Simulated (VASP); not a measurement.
# As in VASP: single point with PBE

Aim: the single point of As with PBE.

Everything below comes from runs of VASP 6.6.1. Logs are shortened: lines on timing, memory, paths and dates and some standing lists are left out, and cuts for length are marked.

## Step 1: The cell of the first run

The cell holds a slab with vacuum, 6 atoms: a = 6.261 Å, b = 6.261 Å, c = 19.600 Å, α = 90.00°, β = 90.00°, γ = 120.00°.

## Step 2: Single point, PBE

INCAR reads:

```
SYSTEM = As
ALGO     = Normal         ! electronic algorithm
DIPOL    = 0.5 0.5 0.588
EDIFF    = 1E-6           ! SCF threshold, eV
ENCUT    = 400            ! plane-wave cutoff, eV
GGA      = PE             ! functional
GGA_COMPAT= .FALSE.      
IDIPOL   = 3            
ISIF     = 2              ! what is computed and relaxed
ISMEAR   = 0              ! smearing method
LASPH    = .TRUE.         ! aspherical terms in the spheres
LCHARG   = .TRUE.         ! write CHGCAR
LDIPOL   = .TRUE.       
LELF     = .TRUE.         ! ELF
LREAL    = .FALSE.        ! projectors in reciprocal space
LVACPOTAV= .TRUE.       
LVHAR    = .TRUE.       
LWAVE    = .FALSE.        ! write WAVECAR
NBANDS   = 24             ! bands
NELM     = 120            ! most SCF steps
NELMDL   = -8           
PREC     = Accurate       ! precision mode
SIGMA    = 0.04           ! smearing width, eV
```

KPOINTS reads:

```
k-points
0
G
  6 6 1
  0 0 0
```

POSCAR reads:

```
As
1.0
    6.2610611174      0.0000000000      0.0000000000
   -3.1305305587      5.4222379823      0.0000000000
    0.0000000000      0.0000000000     19.6000000000
As
6
Direct
    0.6666670000      0.6666670000      0.5535726374
    0.3335512967      0.9990249662      0.5535721830
    1.0012025756      0.3336704320      0.5535682759
    0.3338509624      0.3327336859      0.6228997501
    1.0000396260      0.6664031009      0.6229243649
    0.6675298880      1.0002264530      0.6228978437
```

Potentials or basis: VASP PAW PBE potentials, release 64 (As).

Launch:

```
cat potpaw_PBE.64/As/POTCAR > POTCAR
mpirun -np 1 vasp_std > vasp.out
```

OUTCAR:

```text
SYSTEM = As
   EDIFF = 1E-6
   ENCUT = 400
   GGA = PE
   ISIF = 2
   ISMEAR = 0
   LASPH = .TRUE.
   LREAL = .FALSE.
   NELM = 120
   NELMDL = -8
   PREC = Accurate

 ion  position               nearest neighbor table
   1  0.667  0.667  0.554-   6 2.49   4 2.49   5 2.49
   2  0.334  0.999  0.554-   5 2.49   6 2.49   4 2.49
   3  0.001  0.334  0.554-   4 2.49   5 2.49   6 2.49
   4  0.334  0.333  0.623-   3 2.49   1 2.49   2 2.49
   5  0.000  0.666  0.623-   2 2.49   3 2.49   1 2.49
   6  0.668  0.000  0.623-   1 2.49   2 2.49   3 2.49

  LATTYP: Found a hexagonal cell.
 ALAT       =     6.2610611174
 C/A-ratio  =     3.1304597787

  Lattice vectors:

 A1 = (   6.2610611174,   0.0000000000,   0.0000000000)
 A2 = (  -3.1305305587,   5.4222379823,   0.0000000000)
 A3 = (   0.0000000000,   0.0000000000,  19.6000000000)

Analysis of symmetry for initial positions (statically):
=====================================================================
 Subroutine PRICEL returns:
 Original cell was already a primitive cell.

 Routine SETGRP: Setting up the symmetry group for a
 hexagonal supercell.

 Subroutine GETGRP returns: Found  1 space group operations
 (whereof  1 operations were pure point group operations)
 out of a pool of 24 trial point group operations.

The static configuration has the point symmetry C_1 .

Analysis of symmetry for dynamics (positions and initial velocities):
=====================================================================
 Subroutine PRICEL returns:
 Original cell was already a primitive cell.

 Routine SETGRP: Setting up the symmetry group for a
 hexagonal supercell.

 Subroutine GETGRP returns: Found  1 space group operations
 (whereof  1 operations were pure point group operations)
 out of a pool of 24 trial point group operations.

The dynamic configuration has the point symmetry C_1 .

 Subroutine INISYM returns: Found  1 space group operations
 (whereof  1 operations are pure point group operations),
 and found     1 'primitive' translations

----------------------------------------------------------------------------------------

                                     Primitive cell

  volume of cell :     665.3997

  direct lattice vectors                    reciprocal lattice vectors
     6.261061117  0.000000000  0.000000000     0.159717336  0.092212847  0.000000000
    -3.130530559  5.422237982  0.000000000     0.000000000  0.184425693  0.000000000
     0.000000000  0.000000000 19.600000000     0.000000000  0.000000000  0.051020408

  length of vectors
     6.261061117  6.261061117 19.600000000     0.184425693  0.184425693  0.051020408

  position of ions in fractional coordinates (direct lattice)
     0.666667000  0.666667000  0.553572637
     0.333551297  0.999024966  0.553572183
     0.001202576  0.333670432  0.553568276
     0.333850962  0.332733686  0.622899750
     0.000039626  0.666403101  0.622924365
     0.667529888  0.000226453  0.622897844

  ion indices of the primitive-cell ions
   primitive index   ion index
                 1           1
                 2           2
                 3           3
                 4           4
                 5           5
                 6           6

----------------------------------------------------------------------------------------

 KPOINTS: k-points

Automatic generation of k-mesh.
 Grid dimensions read from file:
 generate k-points for:    6    6    1

 Generating k-lattice:

  Cartesian coordinates                     Fractional coordinates (reciprocal lattice)
     0.026619556  0.015368808  0.000000000     0.166666667  0.000000000  0.000000000
     0.000000000  0.030737616  0.000000000     0.000000000  0.166666667  0.000000000
     0.000000000  0.000000000  0.051020408     0.000000000  0.000000000  1.000000000

  Length of vectors
     0.030737616  0.030737616  0.051020408

  Shift w.r.t. Gamma in fractional coordinates (k-lattice)
     0.000000000  0.000000000  0.000000000

 Subroutine IBZKPT returns following result:
 ===========================================

 Found     20 irreducible k-points:

 Following reciprocal coordinates:
            Coordinates               Weight
  0.000000  0.000000  0.000000      1.000000
  0.166667  0.000000  0.000000      2.000000
  0.000000  0.166667  0.000000      2.000000
 -0.166667  0.166667  0.000000      2.000000
  0.333333  0.000000  0.000000      2.000000
  0.000000  0.333333  0.000000      2.000000
[... 12 lines left out ...]
  0.500000 -0.166667  0.000000      2.000000
  0.333333  0.333333  0.000000      2.000000
   k-points           NKPTS =     20   k-points in BZ     NKDIM =     20   number of bands    NBANDS=     24
   number of dos      NEDOS =    301   number of ions     NIONS =      6
   total plane-waves  NPLWV = 225792
   dimension x,y,z NGX =    42 NGY =   42 NGZ =  128
   dimension x,y,z NGXF=    84 NGYF=   84 NGZF=  256
   ions per type =               6
   NGX,Y,Z   is equivalent  to a cutoff of  11.15, 11.15, 10.86 a.u.
   NGXF,Y,Z  is equivalent  to a cutoff of  22.30, 22.30, 21.71 a.u.
 SYSTEM =  As
   PREC   = accura    normal or accurate (medium, high low for compatibility)
   ISTART =      0    job   : 0-new  1-cont  2-samecut
   ICHARG =      2    charge: 1-file 2-atom 10-const
   ISPIN  =      1    spin polarized calculation?
   LNONCOLLINEAR =      F non collinear calculations
   LSORBIT =      F    spin-orbit coupling
   LASPH  =      T    aspherical Exc in radial PAW
   ENCUT  =  400.0 eV  29.40 Ry    5.42 a.u.  10.21 10.21 31.96*2*pi/ulx,y,z
   NELM   =    120;   NELMIN=  2; NELMDL= -8     # of ELM steps
   EDIFF  = 0.1E-05   stopping-criterion for ELM
   LREAL  =      F    real-space projection
   EDIFFG = 0.1E-04   stopping-criterion for IOM
   NSW    =      0    number of steps for IOM
   IBRION =     -1    ionic relax: 0-MD 1-quasi-New 2-CG
   NFREE  =      0    steps in history (QN), initial steepest desc. (CG)
   ISIF   =      2    stress and relaxation
   ISYM   =      2    0-nonsym 1-usesym 2-fastsym
   POTIM  = 0.5000    time-step for ionic-motion
   TEBEG  =    0.0;   TEEND  =   0.0 temperature during run
   PSTRESS=    0.0 pullay stress
   NELECT =      30.0000    total number of electrons
   NUPDOWN=      -1.0000    fix difference up-down
   EMIN   =  10.00;   EMAX   =-10.00  energy-range for DOS
   EFERMI =   0.00;   METHOD = LEGACY
   ISMEAR =     0;   SIGMA  =   0.04  broadening in eV -4-tet -1-fermi 0-gaus
   EFERMI_NEDOS =   21; number of points for ismear=-14 and -15
   IALGO  =     38    algorithm
   IMIX   =      4    mixing-type and parameters
     AMIX     =   0.40;   BMIX     =  1.00
     AMIX_MAG =   1.60;   BMIX_MAG =  1.00
  volume/ion in A,a.u.               =     110.90       748.39
  Fermi-wavevector in a.u.,A,eV,Ry     =   0.582668  1.101083  4.619203  0.339502
  Thomas-Fermi vector in A             =   1.627663
   LORBIT       =      0    0 simple, 1 ext, 2 COOP (PROOUT), +10 PAW based schemes
   GGA     = PE    functional components
   LHFCALC =     F    Hartree Fock is set to
   AEXX    =    0.0000 exact exchange contribution
   IVDW    =     0    specifies the selected vdW correction
   LEPSILON=     F    determine dielectric tensor
   LRPA    =     F    only Hartree local field effects (RPA)
 non-spin polarized calculation
 Gauss-broadening in eV      SIGMA  =   0.04
  energy-cutoff  :      400.00
  volume of cell :      665.40
 maximum number of plane-waves:     12132
 NGX is ok and might be reduce to    42
   NGX = 21   NGY = 21   NGZ = 63

 dipolmoment           0.000000      0.000000      0.000048 electrons x Angstroem

 number of electron      29.9999992 magnetization

 dipolmoment           0.000000      0.000000     -0.000003 electrons x Angstroem

 Free energy of the ion-electron system (eV)
  ---------------------------------------------------
  ext. energy  EPLUGINS =         0.00000000
  ---------------------------------------------------
  free energy    TOTEN  =       -27.97431008 eV

  energy without entropy =      -27.97431008  energy(sigma->0) =      -27.97431008

 E-fermi :  -3.4738     XC(G=0):  -2.6414

 val. band max:       -3.6610838628   @ k =   0.0000   0.0000   0.0000
 cond. band min:      -1.8879492882   @ k =   0.3333   0.3333   0.0000
 fundamental gap:      1.7731345746
 Fermi energy:        -3.4737617645

 k-point     1 :       0.0000    0.0000    0.0000
  band No.  band energies     occupation
      1     -17.0580      2.00000
      2     -13.5232      2.00000
      3     -13.5231      2.00000
      4     -13.5142      2.00000
      5     -13.5140      2.00000
      6     -10.5524      2.00000
[... 16 lines left out ...]
     23       1.1920      0.00000
     24       1.1926      0.00000

 k-point     2 :       0.1667    0.0000    0.0000
  band No.  band energies     occupation
      1     -16.9357      2.00000
      2     -14.3402      2.00000
      3     -14.1310      2.00000
      4     -12.9619      2.00000
      5     -12.7096      2.00000
      6     -10.5449      2.00000
[... 16 lines left out ...]
     23       0.8771      0.00000
     24       1.4266      0.00000

 k-point     3 :       0.0000    0.1667    0.0000
  band No.  band energies     occupation
      1     -16.9357      2.00000
      2     -14.3402      2.00000
      3     -14.1310      2.00000
      4     -12.9619      2.00000
      5     -12.7096      2.00000
      6     -10.5449      2.00000
[... 16 lines left out ...]
     23       0.8771      0.00000
     24       1.4266      0.00000
[... 406 lines left out ...]
 k-point    19 :       0.5000   -0.1667    0.0000
  band No.  band energies     occupation
      1     -16.2203      2.00000
      2     -15.5462      2.00000
      3     -14.9807      2.00000
      4     -12.2357      2.00000
      5     -11.4998      2.00000
      6     -10.8342      2.00000
[... 16 lines left out ...]
     23       0.9846      0.00000
     24       1.0205      0.00000

 k-point    20 :       0.3333    0.3333    0.0000
  band No.  band energies     occupation
      1     -15.6638      2.00000
      2     -15.6613      2.00000
      3     -15.6580      2.00000
      4     -11.4274      2.00000
      5     -11.4247      2.00000
      6     -11.4229      2.00000
[... 16 lines left out ...]
     23       1.0929      0.00000
     24       1.0942      0.00000

------------------------ aborting loop because EDIFF is reached ----------------------------------------

  FORCE on cell =-STRESS in cart. coord.  units (eV):
  Direction    XX          YY          ZZ          XY          YZ          ZX
  --------------------------------------------------------------------------------------
  -------------------------------------------------------------------------------------
  Total        0.4548602      0.4548033      1.8892730      0.0000150     -0.0000407     -0.0000063
  in kB        1.0952315      1.0950944      4.5490710      0.0000362     -0.0000980     -0.0000153
  external PRESSURE =       2.2464657 kB  Pullay stress =       0.0000000 kB

 VOLUME and BASIS-vectors are now :
 -----------------------------------------------------------------------------
  energy-cutoff  :      400.00
  volume of cell :      665.40
      direct lattice vectors                 reciprocal lattice vectors
     6.261061117  0.000000000  0.000000000     0.159717336  0.092212847  0.000000000
    -3.130530559  5.422237982  0.000000000     0.000000000  0.184425693  0.000000000
     0.000000000  0.000000000 19.600000000     0.000000000  0.000000000  0.051020408

 POSITION                                       TOTAL-FORCE (eV/Angst)
 -----------------------------------------------------------------------------------
      2.08702      3.61483     10.85002         0.020417     -0.008867     -0.468722
     -1.03909      5.41695     10.85001        -0.002486      0.022763     -0.468741
     -1.03704      1.80924     10.84994        -0.017989     -0.013846     -0.468395
      1.04863      1.80416     12.20884         0.001589      0.004378      0.468805
     -2.08595      3.61340     12.20932         0.003022     -0.003720      0.468226
      4.17874      0.00123     12.20880        -0.004553     -0.000707      0.468826
 -----------------------------------------------------------------------------------
    total drift:                                0.000178     -0.000057      0.000457

  FREE ENERGIE OF THE ION-ELECTRON SYSTEM (eV)
  ---------------------------------------------------
  free  energy   TOTEN  =       -27.9743100771 eV

  energy  without entropy=      -27.9743100771  energy(sigma->0) =      -27.97431008

 vacuum level on the upper side and lower side of the slab         1.921         1.921
```

Wall time 7.3 min (1 thread of AMD EPYC 7R13, shared host); peak memory 0.51 GiB.

Results:

| Item | Value |
| --- | --- |
| Free energy | -27.9743 eV |
| Largest force | 0.469 eV/Å |
| Band gap on the k mesh | 1.77 eV |

Forces on the atoms (eV/Å):
```
As   0.020 -0.009 -0.469
As  -0.002  0.023 -0.469
As  -0.018 -0.014 -0.468
As   0.002  0.004  0.469
As   0.003 -0.004  0.468
As  -0.005 -0.001  0.469
```

Levels at points of the mesh, in eV from the valence-band top:
```csv
k point,band 13,band 14,band 15,band 16,band 17,band 18
"(0.00, 0.00, 0.00)",-0.26,0.00,0.00,1.95,2.29,2.29
"(0.50, 0.00, 0.00)",-1.34,-0.16,-0.15,2.05,2.99,3.00
"(0.00, 0.50, 0.00)",-1.34,-0.16,-0.15,2.05,2.99,3.00
"(0.50, 0.50, 0.00)",-1.34,-0.16,-0.15,2.05,2.99,3.00
```
